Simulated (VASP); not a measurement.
The system is NaMoO3.

```
Na Mo O
1.0
     3.94888    0.00000    0.00000
     0.00000    3.94888    0.00000
     0.00000    0.00000    3.94888
Na Mo O
1 1 3
Direct
  0.50000 0.50000 0.50000
  0.00000 0.00000 0.00000
  0.50000 0.00000 0.00000
  0.00000 0.50000 0.00000
  0.00000 0.00000 0.50000
```

Base run:

```yaml
Program: VASP 6.6.1
Functional: LDA
Potentials_or_basis: VASP PAW LDA potentials, release 64 (Na_pv, Mo_sv, O)
Cutoff: 520 eV
k_mesh: 6 × 6 × 6
Occupations: fermi-dirac, width 0.3 eV
Spin: no spin polarisation
```

Its results: pressure -15.5 GPa.

The run is repeated on the same cell with these changes: occupations from fermi-dirac, width 0.3 eV to fermi-dirac, width 0.05 eV. What comes out?

Pressure -16.1 GPa.

Caveats: an odd number of electrons without spin polarisation forces a metal; a magnetic or distorted state may lie lower.
